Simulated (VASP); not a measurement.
# NaZr2AgS11 (P1) in VASP: single point with r2SCAN

Aim: the single point of NaZr2AgS11 with r2SCAN.

Everything below comes from runs of VASP 6.6.1. Logs are shortened: lines on timing, memory, paths and dates and some standing lists are left out, and cuts for length are marked.

**1. The cell of the first run**

The typed cell holds 15 atoms: a = 9.412 Å, b = 6.790 Å, c = 7.022 Å, α = 104.64°, β = 112.22°, γ = 96.78°.

**2. Single point, r2SCAN**

POSCAR reads:

```
NaZr2AgS11
1.0
    9.4119190000     -0.0062720000     -0.0560350000
   -0.7965520000      6.7424630000      0.0821310000
   -2.6202850000     -2.1720750000      6.1415610000
S Na Zr Ag
11 1 2 1
Direct
    0.3495200000      0.7366710000      0.6096720000
    0.6524990000      0.2690760000      0.4017140000
    0.0125180000      0.3284670000      0.3412910000
    0.9943760000      0.6749810000      0.6645910000
    0.5022560000      0.5025210000      0.9917850000
    0.3200150000      0.2225040000      0.5272810000
    0.6831100000      0.7864670000      0.4692030000
    0.1144060000      0.2547450000      0.8496700000
    0.8876840000      0.7199990000      0.1497270000
    0.7213260000      0.2046790000      0.9411180000
    0.2940320000      0.8015460000      0.0660450000
    0.9977550000      0.9908790000      0.0018470000
    0.2331430000      0.5139910000      0.7449880000
    0.7621370000      0.5103000000      0.2701970000
    0.5051810000      0.9959130000      0.4958510000
```

INCAR.step1 reads:

```
PREC = Accurate ; ENCUT = 520
ISMEAR = -1 ; SIGMA = 0.0124
LREAL = Auto ; LASPH = True
NELM = 100 ; NBANDS = 67
GGA = PE ; ALGO = Normal
EDIFF = 1E-4 ; LWAVE = True
LCHARG = False
```

INCAR.step2 reads:

```
PREC = Accurate ; ENCUT = 520
EDIFF = 1E-6 ; ISMEAR = -1
SIGMA = 0.0124 ; LREAL = Auto
LASPH = True ; NELM = 100
ALGO = Normal ; ISIF = 2
LWAVE = False ; LCHARG = False
METAGGA = R2SCAN ; LMIXTAU = True
NBANDS = 67 ; ISTART = 1
```

KPOINTS reads:

```
Automatic mesh
0
Gamma
  2 3 3
  0.5 0 0
```

Potentials or basis: VASP PAW PBE potentials, release 64 (S, Na_pv, Zr_sv, Ag).

Command:

```console
$ cat potpaw_PBE.64/S/POTCAR potpaw_PBE.64/Na_pv/POTCAR potpaw_PBE.64/Zr_sv/POTCAR potpaw_PBE.64/Ag/POTCAR > POTCAR
$ cp INCAR.step1 INCAR
$ mpirun -np 1 vasp_std > vasp.out
$ cp INCAR.step2 INCAR
$ mpirun -np 1 vasp_std > vasp.out
```

OUTCAR:

```text
PREC = Accurate
   ENCUT = 520
   EDIFF = 1E-6
   ISMEAR = -1
   LREAL = Auto
   LASPH = True
   NELM = 100
   ISIF = 2
   METAGGA = R2SCAN
   ISTART = 1

 ion  position               nearest neighbor table
   1  0.350  0.737  0.610-  13 2.35  15 2.62
   2  0.652  0.269  0.402-  14 2.38  15 2.55
   3  0.013  0.328  0.341-  13 2.66  14 2.73
   4  0.994  0.675  0.665-  13 2.55  14 2.64  12 2.75
   5  0.502  0.503  0.992-  14 2.47  13 2.49
   6  0.320  0.223  0.527-  15 2.49  13 2.59
   7  0.683  0.786  0.469-  15 2.35  14 2.41
   8  0.114  0.255  0.850-  13 2.39  12 2.64
   9  0.888  0.720  0.150-  14 2.26  12 2.62
  10  0.721  0.205  0.941-  14 2.55  15 2.86
  11  0.294  0.802  0.066-  13 2.40  15 2.76
  12  0.998  0.991  0.002-   9 2.62   8 2.64   4 2.75
  13  0.233  0.514  0.745-   1 2.35   8 2.39  11 2.40   5 2.49   4 2.55   6 2.59   3 2.66
  14  0.762  0.510  0.270-   9 2.26   2 2.38   7 2.41   5 2.47  10 2.55   4 2.64   3 2.73
  15  0.505  0.996  0.496-   7 2.35   6 2.49   2 2.55   1 2.62  11 2.76  10 2.86

  LATTYP: Found a triclinic cell.
 ALAT       =     8.4437884664
 B/A-ratio  =     0.8315674004
 C/A-ratio  =     1.6492163956
 COS(alpha) =     0.0020769747
 COS(beta)  =     0.6192083191
 COS(gamma) =     0.6282651946

  Lattice vectors:

 A1 = (  -3.4168370000,   4.5703880000,   6.2236920000)
 A2 = (  -2.6202850000,  -2.1720750000,   6.1415610000)
 A3 = (   5.1985300000,  11.3065790000,   6.2497880000)

Analysis of symmetry for initial positions (statically):
=====================================================================
 Subroutine PRICEL returns:
 Original cell was already a primitive cell.

 Routine SETGRP: Setting up the symmetry group for a
 triclinic supercell.

 Subroutine GETGRP returns: Found  1 space group operations
 (whereof  1 operations were pure point group operations)
 out of a pool of  2 trial point group operations.

The static configuration has the point symmetry C_1 .

Analysis of symmetry for dynamics (positions and initial velocities):
=====================================================================
 Subroutine PRICEL returns:
 Original cell was already a primitive cell.

 Routine SETGRP: Setting up the symmetry group for a
 triclinic supercell.

 Subroutine GETGRP returns: Found  1 space group operations
 (whereof  1 operations were pure point group operations)
 out of a pool of  2 trial point group operations.

The dynamic configuration has the point symmetry C_1 .

 Subroutine INISYM returns: Found  1 space group operations
 (whereof  1 operations are pure point group operations),
 and found     1 'primitive' translations

----------------------------------------------------------------------------------------

                                     Primitive cell

  volume of cell :     390.3033

  direct lattice vectors                    reciprocal lattice vectors
     9.411919000 -0.006272000 -0.056035000     0.106552127  0.011982647  0.049698138
    -0.796552000  6.742463000  0.082131000     0.000410532  0.147723714  0.052420337
    -2.620285000 -2.172075000  6.141561000     0.000966681 -0.001866178  0.162577478

  length of vectors
     9.412087894  6.789848886  7.021579224     0.118181405  0.156749341  0.162591062

  position of ions in fractional coordinates (direct lattice)
     0.349520000  0.736671000  0.609672000
     0.652499000  0.269076000  0.401714000
     0.012518000  0.328467000  0.341291000
     0.994376000  0.674981000  0.664591000
     0.502256000  0.502521000  0.991785000
     0.320015000  0.222504000  0.527281000
     0.683110000  0.786467000  0.469203000
     0.114406000  0.254745000  0.849670000
     0.887684000  0.719999000  0.149727000
     0.721326000  0.204679000  0.941118000
     0.294032000  0.801546000  0.066045000
     0.997755000  0.990879000  0.001847000
     0.233143000  0.513991000  0.744988000
     0.762137000  0.510300000  0.270197000
     0.505181000  0.995913000  0.495851000

  ion indices of the primitive-cell ions
   primitive index   ion index
                 1           1
                 2           2
                 3           3
                 4           4
                 5           5
                 6           6
                 7           7
                 8           8
                 9           9
                10          10
                11          11
                12          12
                13          13
                14          14
                15          15

----------------------------------------------------------------------------------------

 KPOINTS: Automatic mesh

Automatic generation of k-mesh.
 Grid dimensions read from file:
 generate k-points for:    2    3    3

 Generating k-lattice:

  Cartesian coordinates                     Fractional coordinates (reciprocal lattice)
     0.053276064  0.005991323  0.024849069     0.500000000  0.000000000  0.000000000
     0.000136844  0.049241238  0.017473446    -0.000000000  0.333333333  0.000000000
     0.000322227 -0.000622059  0.054192493     0.000000000  0.000000000  0.333333333

  Length of vectors
     0.059090703  0.052249780  0.054197021

  Shift w.r.t. Gamma in fractional coordinates (k-lattice)
     0.500000000  0.000000000  0.000000000

 Subroutine IBZKPT returns following result:
 ===========================================

 Found      9 irreducible k-points:

 Following reciprocal coordinates:
            Coordinates               Weight
  0.250000  0.000000  0.000000      2.000000
  0.250000  0.333333  0.000000      2.000000
 -0.250000  0.333333 -0.000000      2.000000
  0.250000  0.000000  0.333333      2.000000
 -0.250000  0.000000  0.333333      2.000000
  0.250000  0.333333  0.333333      2.000000
 -0.250000  0.333333  0.333333      2.000000
  0.250000 -0.333333  0.333333      2.000000
 -0.250000 -0.333333  0.333333      2.000000
   k-points           NKPTS =      9   k-points in BZ     NKDIM =      9   number of bands    NBANDS=     67
   number of dos      NEDOS =    301   number of ions     NIONS =     15
   total plane-waves  NPLWV = 189000
   dimension x,y,z NGX =    70 NGY =   50 NGZ =   54
   dimension x,y,z NGXF=   140 NGYF=  100 NGZF=  108
   ions per type =              11   1   2   1
   NGX,Y,Z   is equivalent  to a cutoff of  12.36, 12.24, 12.79 a.u.
   NGXF,Y,Z  is equivalent  to a cutoff of  24.73, 24.48, 25.57 a.u.
 SYSTEM =  unknown system
   PREC   = accura    normal or accurate (medium, high low for compatibility)
   ISTART =      1    job   : 0-new  1-cont  2-samecut
   ICHARG =      0    charge: 1-file 2-atom 10-const
   ISPIN  =      1    spin polarized calculation?
   LNONCOLLINEAR =      F non collinear calculations
   LSORBIT =      F    spin-orbit coupling
   LASPH  =      T    aspherical Exc in radial PAW
   ENCUT  =  520.0 eV  38.22 Ry    6.18 a.u.  17.50 12.62 13.06*2*pi/ulx,y,z
   NELM   =    100;   NELMIN=  2; NELMDL=  0     # of ELM steps
   EDIFF  = 0.1E-05   stopping-criterion for ELM
   LREAL  =      T    real-space projection
   EDIFFG = 0.1E-04   stopping-criterion for IOM
   NSW    =      0    number of steps for IOM
[... 5 lines left out ...]
   TEBEG  =    0.0;   TEEND  =   0.0 temperature during run
   PSTRESS=    0.0 pullay stress
   NELECT =     108.0000    total number of electrons
   NUPDOWN=      -1.0000    fix difference up-down
   EMIN   =  10.00;   EMAX   =-10.00  energy-range for DOS
   EFERMI =   0.00;   METHOD = LEGACY
   ISMEAR =    -1;   SIGMA  =   0.01  broadening in eV -4-tet -1-fermi 0-gaus
   EFERMI_NEDOS =   21; number of points for ismear=-14 and -15
   IALGO  =     38    algorithm
   IMIX   =      4    mixing-type and parameters
     AMIX     =   0.40;   BMIX     =  1.00
     AMIX_MAG =   1.60;   BMIX_MAG =  1.00
  volume/ion in A,a.u.               =      26.02       175.59
  Fermi-wavevector in a.u.,A,eV,Ry     =   1.066798  2.015955 15.484207  1.138057
  Thomas-Fermi vector in A             =   2.202393
   LORBIT       =      0    0 simple, 1 ext, 2 COOP (PROOUT), +10 PAW based schemes
   METAGGA = R2SCAN    functional components
   LHFCALC =     F    Hartree Fock is set to
   AEXX    =    0.0000 exact exchange contribution
   IVDW    =     0    specifies the selected vdW correction
   LEPSILON=     F    determine dielectric tensor
   LRPA    =     F    only Hartree local field effects (RPA)
 non-spin polarized calculation
  energy-cutoff  :      520.00
  volume of cell :      390.30
 maximum number of plane-waves:     10518
 NGX is ok and might be reduce to    70
   NGX = 35   NGY = 25   NGZ = 27

 number of electron     108.0000002 magnetization

 Free energy of the ion-electron system (eV)
  ---------------------------------------------------
  ext. energy  EPLUGINS =         0.00000000
  ---------------------------------------------------
  free energy    TOTEN  =      -157.65272093 eV

  energy without entropy =     -157.64303594  energy(sigma->0) =     -157.64787844

 E-fermi :   1.6443     XC(G=0):  -9.0106

 val. band max:        1.6372124236   @ k =   0.2500   0.3333   0.3333
 cond. band min:       1.6637744779   @ k =   0.2500   0.0000   0.0000
 fundamental gap:      0.0265620543
 Fermi energy:         1.6443358919

 k-point     1 :       0.2500    0.0000    0.0000
  band No.  band energies     occupation
      1     -47.9749      2.00000
      2     -47.9548      2.00000
      3     -25.5726      2.00000
      4     -25.5101      2.00000
      5     -25.4656      2.00000
      6     -25.4590      2.00000
[... 610 lines left out ...]
     65       5.9742      0.00000
     66       6.2054      0.00000
 [bands above 66 left out]

------------------------ aborting loop because EDIFF is reached ----------------------------------------

  FORCE on cell =-STRESS in cart. coord.  units (eV):
  Direction    XX          YY          ZZ          XY          YZ          ZX
  --------------------------------------------------------------------------------------
  -------------------------------------------------------------------------------------
  Total        3.6954325      6.8979936     -0.0046943      3.6395112     -2.0475996     -4.3443178
  in kB       15.1695841     28.3159534     -0.0192700     14.9400298     -8.4053043    -17.8332291
  external PRESSURE =      14.4887558 kB  Pullay stress =       0.0000000 kB

 VOLUME and BASIS-vectors are now :
 -----------------------------------------------------------------------------
  energy-cutoff  :      520.00
  volume of cell :      390.30
      direct lattice vectors                 reciprocal lattice vectors
     9.411919000 -0.006272000 -0.056035000     0.106552127  0.011982647  0.049698138
    -0.796552000  6.742463000  0.082131000     0.000410532  0.147723714  0.052420337
    -2.620285000 -2.172075000  6.141561000     0.000966681 -0.001866178  0.162577478

 POSITION                                       TOTAL-FORCE (eV/Angst)
 -----------------------------------------------------------------------------------
      1.10534      3.64053      3.78526         1.209007      1.849620     -0.893221
      4.87433      0.93759      2.45269        -0.966827     -1.557077      0.726003
     -1.03810      1.47329      2.12234         0.020788     -0.279127     -0.649642
      7.07991      3.10126      4.08134        -0.252963      0.376623      0.552802
      1.72815      1.23085      6.10424        -0.156921     -0.029023     -0.131331
      1.45309      0.35292      3.23867         0.097094     -0.065432      0.210208
      4.57347      4.27930      2.90795        -0.354523      0.404433      0.289286
     -1.35252     -0.12866      5.23281        -0.415552     -0.580669      0.020069
      7.38897      4.52378      0.92895         1.510045      1.622598     -0.599597
      4.16003     -0.66866      5.75632        -0.064262      0.119663     -0.037435
      1.95588      5.25910      0.45498        -0.177741      0.421998      0.971564
      8.59666      6.67070      0.03682         0.009536      0.079191      0.025253
     -0.16718      1.84593      4.60454        -0.185483     -1.122153     -0.356217
      6.05870      2.84901      1.65864         0.240957     -1.506088     -0.193365
      2.66216      5.63471      3.09879        -0.513154      0.265443      0.065622
 -----------------------------------------------------------------------------------
    total drift:                                0.005607      0.001658     -0.009304

  FREE ENERGIE OF THE ION-ELECTRON SYSTEM (eV)
  ---------------------------------------------------
  free  energy   TOTEN  =      -157.6527209328 eV

  energy  without entropy=     -157.6430359388  energy(sigma->0) =     -157.64787844
```

It took 21 min on 1 thread of Intel Xeon Platinum 8259CL at 2.50GHz (Skylake/Cascade Lake), shared host; peak memory 0.58 GiB.

Results:

- Free energy: -157.6527 eV
- Pressure: 1.4 GPa
- Largest force: 2.383 eV/Å
- Band gap on the k mesh: zero (bands 54 and 55 overlap by 0.20 eV)

Forces in eV/Å, atoms in the order of the input:
```
S    1.209  1.850 -0.893
S   -0.967 -1.557  0.726
S    0.021 -0.279 -0.650
S   -0.253  0.377  0.553
S   -0.157 -0.029 -0.131
S    0.097 -0.065  0.210
S   -0.355  0.404  0.289
S   -0.416 -0.581  0.020
S    1.510  1.623 -0.600
S   -0.064  0.120 -0.037
S   -0.178  0.422  0.972
Na   0.010  0.079  0.025
Zr  -0.185 -1.122 -0.356
Zr   0.241 -1.506 -0.193
Ag  -0.513  0.265  0.066
```

Stress tensor (GPa, compression positive):
```
 1.52  1.49 -1.78
 1.49  2.83 -0.84
-1.78 -0.84  0.00
```

Caveat: the k points lie up to 0.37 Å⁻¹ apart; the PAW data sets were made with another functional, which shifts forces and pressure a little.

The gap in the log of VASP goes by the Fermi energy; the results here count the filled bands.